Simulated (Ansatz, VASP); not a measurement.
# CdS: VASP beside Ansatz

File INCAR:

```
SYSTEM = CdS
PREC = Accurate
ENCUT = 520
EDIFF = 1E-6
ISMEAR = 0
SIGMA = 0.05
LREAL = .False.
LASPH = .True.
NELM = 60
ALGO = Normal
ISIF = 2
LWAVE = .False.
LCHARG = .False.
GGA = PE
NBANDS = 26
```

KPOINTS

```
regular mesh
0
Gamma
  12 12 4
  0 0 0
```

The input POSCAR:

```
CdS
1.0
    4.1347992034      0.0000000000      0.0000000000
   -2.0673996017      3.5808411497      0.0000000000
    0.0000000000      0.0000000000      6.7490000000
Cd S
2 2
Direct
    0.2728709051      0.6666666667      0.0000000000
    0.6062042385      0.3333333333      0.5000000000
    0.3333333333      0.6666666667      0.3850000000
    0.6666666667      0.3333333333      0.8850000000
```

Input for Ansatz:

```yaml
crystal:
  lattice:
    - [4.1347992034, 0.0, 0.0]
    - [-2.0673996017, 3.5808411497, 0.0]
    - [0.0, 0.0, 6.749]
  atoms:
    - { symbol: Cd, position: [0.2728709051, 0.6666666667, 0.0] }
    - { symbol: Cd, position: [0.6062042385, 0.3333333333, 0.5] }
    - { symbol: S, position: [0.3333333333, 0.6666666667, 0.385] }
    - { symbol: S, position: [0.6666666667, 0.3333333333, 0.885] }
basis:
  ecutwfc: 420
kpoints:
  mp_grid: { grid: [12, 12, 4] }
hamiltonian:
  xc: pbe
scf:
  occupations: { method: gaussian, width: 0.05 }
output:
  forces: true
  stress: true
  eigenvalues: true
```

Change from the starting cell: all Cd atoms moved -0.250 Å, as atom 1 along Cartesian [1 0 0].

Alike in both runs: task single point; functional PBE; k mesh 12 × 12 × 4; occupations gaussian, width 0.05 eV; no spin polarisation.

```csv
,VASP,Ansatz
version,VASP 6.6.1,Ansatz 0.2.0
potentials or method,"VASP PAW PBE potentials, release 64 (Cd, S), cutoff 520 eV","scalar-relativistic, plane waves, PAW"
valence electrons in the cell,36,52
```

VASP gave:

* gap on the k mesh at the Fermi level (eV): 1.26
* least direct gap on the mesh (eV): 1.26
* pressure (GPa): 4.7
* traceless stress, the component that is largest in VASP (GPa): 3.71
* rms of the force components (eV/Å): 1.069

**Question.** What did Ansatz give for the same quantities?

**Answer.** gap on the k mesh at the Fermi level (eV): 1.25; least direct gap on the mesh (eV): 1.25; pressure (GPa): 4.3; traceless stress, the component that is largest in VASP (GPa): 3.58; rms of the force components (eV/Å): 1.041.

Atom by atom the forces differ by 0.028 eV/Å (rms over components). VASP's potentials hold 36 valence electrons a cell and Ansatz's 52, so a difference there can come from the potentials and not from the codes.
